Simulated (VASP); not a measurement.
# Te (P3_221) in VASP: single point with PBE

Aim: the single point of Te with PBE.

All numbers are computed with VASP 6.6.1; they aren't measurements. Logs are shortened: lines on timing, memory, paths and dates and some standing lists are left out, and cuts for length are marked.

### 1 The cell of the first run

The structure is trigonal, space group P3_221 (No. 154). Conventional cell: a = 4.447 Å, b = 4.447 Å, c = 5.915 Å, α = 90.00°, β = 90.00°, γ = 120.00°. Te (site symmetry 2) has 6 Te at 2.86 to 3.46 Å within 3.8 Å.

### 2 Single point, PBE

File INCAR:

```
SYSTEM = Te
  PREC = Accurate
  ENCUT = 520
  EDIFF = 1E-7
  ISMEAR = -1
  SIGMA = 0.05
  LREAL = .False.
  LASPH = .True.
  NELM = 60
  ALGO = Normal
  ISIF = 2
  LWAVE = .False.
  LCHARG = .False.
  GGA = PE
  NBANDS = 16
```

File KPOINTS:

```
Automatic mesh
0
Gamma
  10 10 6
  0 0 0
```

File POSCAR:

```
Te
1.0
    4.4469268669      0.0000000000      0.0000000000
   -2.2234634334      3.8511516355      0.0000000000
    0.0000000000      0.0000000000      5.9149200000
Te
3
Direct
    0.2690000000      0.0000000000      0.1666666667
    0.0000000000      0.2690000000      0.8333333333
    0.7310000000      0.7310000000      0.5000000000
```

Potentials or basis: VASP PAW PBE potentials, release 64 (Te).

On the command line:

```sh
$ cat potpaw_PBE.64/Te/POTCAR > POTCAR
$ mpirun -np 1 vasp_std > vasp.out
```

OUTCAR:

```text
SYSTEM = Te
   PREC = Accurate
   ENCUT = 520
   EDIFF = 1E-7
   ISMEAR = -1
   LREAL = .False.
   LASPH = .True.
   NELM = 60
   ISIF = 2
   GGA = PE

 ion  position               nearest neighbor table
   1  0.269  0.000  0.167-   3 2.86   2 2.86   3 3.46   3 3.46   2 3.46   2 3.46
   2  0.000  0.269  0.833-   3 2.86   1 2.86   3 3.46   3 3.46   1 3.46   1 3.46
   3  0.731  0.731  0.500-   2 2.86   1 2.86   2 3.46   1 3.46   1 3.46   2 3.46

  LATTYP: Found a hexagonal cell.
 ALAT       =     4.4469268669
 C/A-ratio  =     1.3301140714

  Lattice vectors:

 A1 = (   4.4469268669,   0.0000000000,   0.0000000000)
 A2 = (  -2.2234634334,   3.8511516355,   0.0000000000)
 A3 = (   0.0000000000,   0.0000000000,   5.9149200000)

Analysis of symmetry for initial positions (statically):
=====================================================================
 Subroutine PRICEL returns:
 Original cell was already a primitive cell.

 Routine SETGRP: Setting up the symmetry group for a
 hexagonal supercell.

 Subroutine GETGRP returns: Found  6 space group operations
 (whereof  2 operations were pure point group operations)
 out of a pool of 24 trial point group operations.

The static configuration has the point symmetry C_2 .
 The point group associated with its full space group is D_3 .

Analysis of symmetry for dynamics (positions and initial velocities):
=====================================================================
 Subroutine PRICEL returns:
 Original cell was already a primitive cell.

 Routine SETGRP: Setting up the symmetry group for a
 hexagonal supercell.

 Subroutine GETGRP returns: Found  6 space group operations
 (whereof  2 operations were pure point group operations)
 out of a pool of 24 trial point group operations.

The dynamic configuration has the point symmetry C_2 .
 The point group associated with its full space group is D_3 .

 Subroutine INISYM returns: Found  6 space group operations
 (whereof  2 operations are pure point group operations),
 and found     1 'primitive' translations

----------------------------------------------------------------------------------------

                                     Primitive cell

  volume of cell :     101.2977

  direct lattice vectors                    reciprocal lattice vectors
     4.446926867  0.000000000  0.000000000     0.224874398  0.129831294  0.000000000
    -2.223463433  3.851151635  0.000000000     0.000000000  0.259662588  0.000000000
     0.000000000  0.000000000  5.914920000     0.000000000  0.000000000  0.169063994

  length of vectors
     4.446926867  4.446926867  5.914920000     0.259662588  0.259662588  0.169063994

  position of ions in fractional coordinates (direct lattice)
     0.269000000  0.000000000  0.166666667
     0.000000000  0.269000000  0.833333333
     0.731000000  0.731000000  0.500000000

  ion indices of the primitive-cell ions
   primitive index   ion index
                 1           1
                 2           2
                 3           3

----------------------------------------------------------------------------------------

 KPOINTS: Automatic mesh

Automatic generation of k-mesh.
 Grid dimensions read from file:
 generate k-points for:   10   10    6

 Generating k-lattice:

  Cartesian coordinates                     Fractional coordinates (reciprocal lattice)
     0.022487440  0.012983129  0.000000000     0.100000000  0.000000000  0.000000000
     0.000000000  0.025966259  0.000000000     0.000000000  0.100000000  0.000000000
     0.000000000  0.000000000  0.028177332     0.000000000  0.000000000  0.166666667

  Length of vectors
     0.025966259  0.025966259  0.028177332

  Shift w.r.t. Gamma in fractional coordinates (k-lattice)
     0.000000000  0.000000000  0.000000000

 Subroutine IBZKPT returns following result:
 ===========================================

 Found     72 irreducible k-points:

 Following reciprocal coordinates:
            Coordinates               Weight
  0.000000  0.000000  0.000000      1.000000
  0.100000 -0.000000  0.000000      6.000000
  0.200000 -0.000000  0.000000      6.000000
  0.300000 -0.000000  0.000000      6.000000
  0.400000 -0.000000  0.000000      6.000000
  0.500000 -0.000000  0.000000      3.000000
[... 16 lines left out ...]
  0.000000  0.400000  0.166667      6.000000
  0.500000 -0.000000  0.166667      6.000000
 [... further k-points ...]
   k-points           NKPTS =     72   k-points in BZ     NKDIM =     72   number of bands    NBANDS=     16
   number of dos      NEDOS =    301   number of ions     NIONS =      3
   total plane-waves  NPLWV =  62208
   dimension x,y,z NGX =    36 NGY =   36 NGZ =   48
   dimension x,y,z NGXF=    72 NGYF=   72 NGZF=   96
   ions per type =               3
   NGX,Y,Z   is equivalent  to a cutoff of  13.46, 13.46, 13.49 a.u.
   NGXF,Y,Z  is equivalent  to a cutoff of  26.92, 26.92, 26.98 a.u.
 SYSTEM =  Te
   PREC   = accura    normal or accurate (medium, high low for compatibility)
   ISTART =      0    job   : 0-new  1-cont  2-samecut
   ICHARG =      2    charge: 1-file 2-atom 10-const
   ISPIN  =      1    spin polarized calculation?
   LNONCOLLINEAR =      F non collinear calculations
   LSORBIT =      F    spin-orbit coupling
   LASPH  =      T    aspherical Exc in radial PAW
   ENCUT  =  520.0 eV  38.22 Ry    6.18 a.u.   8.27  8.27 11.00*2*pi/ulx,y,z
   NELM   =     60;   NELMIN=  2; NELMDL= -5     # of ELM steps
   EDIFF  = 0.1E-06   stopping-criterion for ELM
   LREAL  =      F    real-space projection
   EDIFFG = 0.1E-05   stopping-criterion for IOM
   NSW    =      0    number of steps for IOM
   IBRION =     -1    ionic relax: 0-MD 1-quasi-New 2-CG
   NFREE  =      0    steps in history (QN), initial steepest desc. (CG)
   ISIF   =      2    stress and relaxation
   ISYM   =      2    0-nonsym 1-usesym 2-fastsym
   POTIM  = 0.5000    time-step for ionic-motion
   TEBEG  =    0.0;   TEEND  =   0.0 temperature during run
   PSTRESS=    0.0 pullay stress
   NELECT =      18.0000    total number of electrons
   NUPDOWN=      -1.0000    fix difference up-down
   EMIN   =  10.00;   EMAX   =-10.00  energy-range for DOS
   EFERMI =   0.00;   METHOD = LEGACY
   ISMEAR =    -1;   SIGMA  =   0.05  broadening in eV -4-tet -1-fermi 0-gaus
   EFERMI_NEDOS =   21; number of points for ismear=-14 and -15
   IALGO  =     38    algorithm
   IMIX   =      4    mixing-type and parameters
     AMIX     =   0.40;   BMIX     =  1.00
     AMIX_MAG =   1.60;   BMIX_MAG =  1.00
  volume/ion in A,a.u.               =      33.77       227.86
  Fermi-wavevector in a.u.,A,eV,Ry     =   0.920377  1.739261 11.525415  0.847094
  Thomas-Fermi vector in A             =   2.045676
   LORBIT       =      0    0 simple, 1 ext, 2 COOP (PROOUT), +10 PAW based schemes
   GGA     = PE    functional components
   LHFCALC =     F    Hartree Fock is set to
   AEXX    =    0.0000 exact exchange contribution
   IVDW    =     0    specifies the selected vdW correction
   LEPSILON=     F    determine dielectric tensor
   LRPA    =     F    only Hartree local field effects (RPA)
 non-spin polarized calculation
  energy-cutoff  :      520.00
  volume of cell :      101.30
 maximum number of plane-waves:      2758
 NGX is ok and might be reduce to    36
   NGX = 17   NGY = 17   NGZ = 21

 number of electron      17.9999999 magnetization

 Free energy of the ion-electron system (eV)
  ---------------------------------------------------
  ext. energy  EPLUGINS =         0.00000000
  ---------------------------------------------------
  free energy    TOTEN  =        -9.41360666 eV

  energy without entropy =       -9.41347739  energy(sigma->0) =       -9.41354202

 E-fermi :   6.2063     XC(G=0):  -9.0922

 val. band max:        5.9457624702   @ k =   0.4000   0.2000   0.5000
 cond. band min:       6.4835577578   @ k =   0.0000   0.0000   0.5000
 fundamental gap:      0.5377952876
 Fermi energy:         6.2063299112

 k-point     1 :       0.0000    0.0000    0.0000
  band No.  band energies     occupation
      1      -7.6386      2.00000
      2      -4.3131      2.00000
      3      -4.3131      2.00000
      4       2.9363      2.00000
      5       3.2603      2.00000
      6       3.2603      2.00000
[... 8 lines left out ...]
     15      12.0117      0.00000
     16      12.2782      0.00000

 k-point     2 :       0.1000   -0.0000    0.0000
  band No.  band energies     occupation
      1      -7.5702      2.00000
      2      -4.3324      2.00000
      3      -4.2940      2.00000
      4       2.4000      2.00000
      5       2.8856      2.00000
      6       3.0990      2.00000
[... 8 lines left out ...]
     15      12.0727      0.00000
     16      12.3003      0.00000

 k-point     3 :       0.2000   -0.0000    0.0000
  band No.  band energies     occupation
      1      -7.3723      2.00000
      2      -4.4183      2.00000
      3      -4.2405      2.00000
      4       1.6507      2.00000
      5       2.3575      2.00000
      6       2.7682      2.00000
[... 8 lines left out ...]
     15      12.2090      0.00000
     16      12.7752      0.00000

 k-point     4 :       0.3000   -0.0000    0.0000
  band No.  band energies     occupation
      1      -7.0724      2.00000
      2      -4.6187      2.00000
      3      -4.1677      2.00000
      4       1.2104      2.00000
      5       1.9077      2.00000
      6       2.4643      2.00000
[... 8 lines left out ...]
     15      12.7635      0.00000
     16      13.5916      0.00000
[... 324 lines left out ...]
 k-point    22 :       0.4000   -0.0000    0.1667
  band No.  band energies     occupation
      1      -6.6507      2.00000
      2      -5.2098      2.00000
      3      -3.8611      2.00000
      4       0.8253      2.00000
      5       1.4175      2.00000
      6       2.3554      2.00000
[... 8 lines left out ...]
     15      13.9013      0.00000
     16      14.0510      0.00000

 k-point    23 :       0.0000    0.4000    0.1667
  band No.  band energies     occupation
      1      -6.6767      2.00000
      2      -5.0180      2.00000
      3      -4.1289      2.00000
      4       1.4162      2.00000
      5       1.5756      2.00000
      6       2.5083      2.00000
[... 8 lines left out ...]
     15      13.2032      0.00000
     16      13.6881      0.00000

 k-point    24 :       0.5000   -0.0000    0.1667
  band No.  band energies     occupation
      1      -6.5033      2.00000
      2      -5.1869      2.00000
      3      -4.0574      2.00000
      4       1.0368      2.00000
      5       1.3612      2.00000
      6       2.3238      2.00000
[... 8 lines left out ...]
     15      14.2015      0.00000
     16      14.7749      0.00000

 [... further k-points ...]
[... 5 lines left out ...]
  --------------------------------------------------------------------------------------
  -------------------------------------------------------------------------------------
  Total        0.9511721      0.9511721      1.3051570      0.0000000      0.0000000     -0.0000000
  in kB       15.0442377     15.0442377     20.6430501      0.0000000      0.0000000     -0.0000000
  external PRESSURE =      16.9105085 kB  Pullay stress =       0.0000000 kB

 VOLUME and BASIS-vectors are now :
 -----------------------------------------------------------------------------
  energy-cutoff  :      520.00
  volume of cell :      101.30
      direct lattice vectors                 reciprocal lattice vectors
     4.446926867  0.000000000  0.000000000     0.224874398  0.129831294  0.000000000
    -2.223463433  3.851151635  0.000000000     0.000000000  0.259662588  0.000000000
     0.000000000  0.000000000  5.914920000     0.000000000  0.000000000  0.169063994

 POSITION                                       TOTAL-FORCE (eV/Angst)
 -----------------------------------------------------------------------------------
      1.19622      0.00000      0.98582         0.187083      0.000000     -0.000000
     -0.59811      1.03596      4.92910        -0.093542      0.162019      0.000000
      1.62535      2.81519      2.95746        -0.093542     -0.162019      0.000000
 -----------------------------------------------------------------------------------
    total drift:                               -0.000000      0.000000      0.000000

  FREE ENERGIE OF THE ION-ELECTRON SYSTEM (eV)
  ---------------------------------------------------
  free  energy   TOTEN  =        -9.4136066565 eV

  energy  without entropy=       -9.4134773885  energy(sigma->0) =       -9.41354202
```

Run time: 100 s. Hardware: 1 thread of Oxide Virtual Turin-like, shared host; peak memory 0.24 GiB.

Results:

| Property | Result |
| --- | --- |
| Free energy | -9.4136 eV |
| Pressure | 1.7 GPa |
| Largest force | 0.187 eV/Å |
| Band gap on the k mesh | 0.54 eV (least direct gap 0.62 eV) |

Forces in eV/Å, atoms in the order of the input:
```
Te   0.187  0.000  0.000
Te  -0.094  0.162  0.000
Te  -0.094 -0.162  0.000
```

Caveat: semilocal functionals underestimate gaps, and a narrow one can read as zero; spin-orbit coupling is left out, which moves the levels of the heavy elements.
